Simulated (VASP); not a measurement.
The system is AlB2As3.

```xyz
12
Lattice="3.6365 0.0000 0.0000 -1.8182 3.1493 0.0000 0.0000 0.0000 17.9293" Properties=species:S:1:pos:R:3 pbc="T T T"
Al    0.0000    2.0995   11.9570
Al    1.8182    1.0498   14.9452
B     0.0000    2.0995    0.0041
B     0.0000    2.0995    5.9805
B     1.8182    1.0498    2.9923
B     1.8182    1.0498    8.9687
As    0.0000    2.0995    2.2431
As    0.0000    2.0995    8.2195
As    0.0000    2.0995   14.1959
As    1.8182    1.0498    5.2313
As    1.8182    1.0498   11.2077
As    1.8182    1.0498   17.1842
```

```yaml
Program: VASP 6.6.1
Task: relaxation of cell and atoms
Functional: PBE
Potentials_or_basis: VASP PAW PBE potentials, release 64 (Al, B, As)
Cutoff: 600 eV
k_mesh: 6 × 6 × 1
Occupations: gaussian, width 0.1 eV
Spin: no spin polarisation
```

At the start: pressure 2.7 GPa; volume 17.11 Å³/atom.

Task: Where does the relaxation end?

Result: Over 18 steps the energy falls by 169.6 meV/atom and the volume is 16.89 Å³/atom (-1.3 %); space group P3m1 (No. 156, to 0.1 Å) before and after.

Step by step:
| step | energy change (eV) | largest force (eV/Å) | pressure (GPa) | volume (Å³) |
| --- | --- | --- | --- | --- |
| 1 | 0.0000 | 3.8220 | 2.66 | 205.33 |
| 2 | -0.7830 | 1.8579 | -2.52 | 213.89 |
| 3 | -0.7887 | 1.9550 | -2.90 | 214.70 |
| 4 | -1.2788 | 1.4316 | -0.85 | 208.20 |
| 5 | -1.4393 | 2.2755 | 1.69 | 202.04 |
| 6 | -1.7207 | 1.2128 | 1.48 | 200.99 |
| 7 | -1.7653 | 1.1979 | 1.52 | 200.36 |
| 8 | -1.8889 | 0.6455 | 0.00 | 202.96 |
| 9 | -1.9492 | 0.6304 | -1.73 | 206.37 |
| 10 | -2.0104 | 0.3950 | -0.36 | 203.60 |
| 11 | -2.0170 | 0.3115 | 0.31 | 202.38 |
| 12 | -2.0282 | 0.1536 | 0.16 | 202.54 |
| 13 | -2.0284 | 0.1351 | 0.14 | 202.57 |
| 14 | -2.0315 | 0.1148 | -0.10 | 202.98 |
| 15 | -2.0322 | 0.1191 | -0.29 | 203.32 |
| 16 | -2.0343 | 0.0863 | -0.10 | 202.92 |
| 17 | -2.0346 | 0.1001 | 0.03 | 202.67 |
| 18 | -2.0353 | 0.0327 | 0.03 | 202.65 |

Final structure:
```cif
data_structure
_symmetry_space_group_name_H-M 'P 1'
_symmetry_Int_Tables_number 1
_cell_length_a 3.5826
_cell_length_b 3.5826
_cell_length_c 18.2312
_cell_angle_alpha 90.000
_cell_angle_beta 90.000
_cell_angle_gamma 120.000
_cell_volume 202.65
loop_
_atom_site_label
_atom_site_type_symbol
_atom_site_fract_x
_atom_site_fract_y
_atom_site_fract_z
_atom_site_occupancy
Al1 Al 0.33333 0.66667 0.65525 1
Al2 Al 0.66667 0.33333 0.84862 1
B1 B 0.33333 0.66667 0.02211 1
B2 B 0.33333 0.66667 0.32817 1
B3 B 0.66667 0.33333 0.17505 1
B4 B 0.66667 0.33333 0.48073 1
As1 As 0.33333 0.66667 0.13793 1
As2 As 0.33333 0.66667 0.44399 1
As3 As 0.33333 0.66667 0.78856 1
As4 As 0.66667 0.33333 0.29086 1
As5 As 0.66667 0.33333 0.59553 1
As6 As 0.66667 0.33333 0.98520 1
```
